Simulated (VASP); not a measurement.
Runs of VASP 6.6.1 on CsSb2. The structure is that of space group P6/mmm (No. 191), or close to it. The cells are those of the table. 

```csv
task,potentials or basis,cell,k mesh,cutoff (eV),second run,gap on the mesh (eV),pressure (GPa),relaxed volume (Å³/atom)
relaxation of cell and atoms,"VASP PAW PBE potentials, release 64 (Cs_sv, Sb)","relaxed from a = 4.664, b = 4.664, c = 5.036 Å, angles 90.0, 90.0, 120.0°, 3 atoms",6 × 6 × 4,600,-,none,0.0,(a)
single point,"VASP PAW PBE potentials, release 64 (Cs_sv, Sb)","a = 5.163, b = 5.163, c = 5.945 Å, angles 90.0, 90.0, 120.0°, 3 atoms",12 × 12 × 8,520,-,none,0.0,-
single point,"VASP PAW PBE potentials, release 64 (Cs_sv, Sb)","a = 5.171, b = 5.171, c = 5.862 Å, angles 90.0, 90.0, 120.0°, 3 atoms",6 × 6 × 4,520,-,none,0.2,-
relaxation of cell and atoms,"VASP PAW PBE potentials, release 64 (Cs_sv, Sb_d_GW)","relaxed from a = 4.664, b = 4.664, c = 5.036 Å, angles 90.0, 90.0, 120.0°, 3 atoms",6 × 6 × 4,500,valence_matched,none,-0.1,45.50
```

Alike in all rows: level PBE; no spin polarisation; smearing gaussian 0.1 eV.

Task: Fill in the values left out.

Result: (a) 45.85.

Caveats: spin-orbit coupling is left out, which moves the levels of the heavy elements; the volume moved by over 15 % at a fixed basis, so the end points are rough (some runs).

A k mesh can miss the band edges, and the runs leave out spin-orbit coupling on Cs, Sb.

A gap of «none» marks levels without a gap at the run's occupations.

The runs don't all hold the same shells in valence.
